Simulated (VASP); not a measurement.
Input of a VASP 6.6.1 run:

Contents of INCAR:

```
ALGO = Normal
EDIFF = 1E-7
ENCUT = 520
GGA = PE
ISIF = 2
ISMEAR = 0
LASPH = T
LCHARG = F
LREAL = F
LWAVE = F
NBANDS = 15
NELM = 100
PREC = Accurate
SIGMA = 0.01
```

KPOINTS

```
k-points
0
Gamma
  6 6 6
```

File POSCAR:

```
KF
1.0
    3.2909852231      0.0000000000      0.0000000000
    0.0000000000      3.2909852231      0.0000000000
    0.0000000000      0.0000000000      3.2909852231
K F
1 1
Direct
    0.0000000000      0.0000000000      0.0000000000
    0.5000000000      0.5000000000      0.5000000000
```

Potentials or basis: VASP PAW PBE potentials, release 64 (K_sv, F).

Command:

```console
$ cat potpaw_PBE.64/K_sv/POTCAR potpaw_PBE.64/F/POTCAR > POTCAR
$ mpirun -np 1 vasp_std > vasp.out
```

**Question.** Predict the pressure.

**Answer.** -0.9 GPa.

**Question.** What does it give for the band gap on the k mesh?

**Answer.** 6.06 eV, indirect (least direct gap 6.12 eV).

 A k mesh can miss the band edges.
